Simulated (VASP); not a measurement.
Set up this calculation in VASP 6.6.1, as the native input.

| Property | Result |
| --- | --- |
| Task | density of states |
| Functional | LDA |
| Potentials or basis | VASP PAW LDA potentials, release 64 (Ta_pv, Bi_d) |
| Cutoff | 520 eV |
| k mesh | 11 × 11 × 11 |
| Occupations | fermi-dirac, width 0.05 eV |
| Spin | no spin polarisation |
| Dipole correction | no |
| k mesh for the DOS | 17 × 17 × 17 |
| Occupations for the DOS | tetrahedron |
| Further INCAR settings | ALGO = Normal; EDIFF = 1e-06; NBANDS = 20 |

TaBi (CsCl type):

```
Ta Bi
1.0
     2.76706    0.00000    0.00000
     0.00000    2.76706    0.00000
     0.00000    0.00000    2.76706
Ta Bi
1 1
Direct
  0.00000 0.00000 0.00000
  0.50000 0.50000 0.50000
```

This cell differs from its parent crystal: volume scaled by 0.52.

One way to write it, as run:

POSCAR

```
TaBi
1.0
    2.7670596244      0.0000000000      0.0000000000
    0.0000000000      2.7670596244      0.0000000000
    0.0000000000      0.0000000000      2.7670596244
Ta Bi
1 1
Direct
    0.0000000000      0.0000000000      0.0000000000
    0.5000000000      0.5000000000      0.5000000000
```

INCAR.step1

```
SYSTEM = TaBi
PREC = Accurate
ENCUT = 520
EDIFF = 1E-6
ISMEAR = -1
SIGMA = 0.05
LREAL = .False.
LASPH = .True.
NELM = 80
ALGO = Normal
ISIF = 2
LWAVE = .False.
LCHARG = .True.
LMAXMIX = 4
GGA = CA
NBANDS = 20
```

KPOINTS.step1

```
Automatic mesh
0
Gamma
  11 11 11
  0 0 0
```

INCAR.step2

```
SYSTEM = TaBi
PREC = Accurate
ENCUT = 520
EDIFF = 1E-6
ISMEAR = -5
SIGMA = 0.05
LREAL = .False.
LASPH = .True.
NELM = 80
ALGO = Normal
ISIF = 2
LWAVE = .False.
LCHARG = .False.
LMAXMIX = 4
GGA = CA
LORBIT = 10
NBANDS = 20
NEDOS = 1001
ICHARG = 11
```

KPOINTS.step2

```
Automatic mesh
0
Gamma
  17 17 17
  0 0 0
```

Potentials or basis: VASP PAW LDA potentials, release 64 (Ta_pv, Bi_d).

Launch:

```sh
$ cat potpaw_LDA.64/Ta_pv/POTCAR potpaw_LDA.64/Bi_d/POTCAR > POTCAR
$ cp INCAR.step1 INCAR
$ cp KPOINTS.step1 KPOINTS
$ mpirun -np 1 vasp_std > vasp.out
$ cp INCAR.step2 INCAR
$ cp KPOINTS.step2 KPOINTS
$ mpirun -np 1 vasp_std > vasp.out
```

It gave:

```json
{
 "Valence electrons inside the program's atomic spheres": "Ta 10.78; Bi 14.56"
}
```

Caveat: spin-orbit coupling is left out, which moves the levels of the heavy elements.

Run time: 31 s on 1 thread of Intel(R) Xeon(R) 6975P-C (Granite Rapids), with other jobs on the host, peak memory 0.18 GiB.
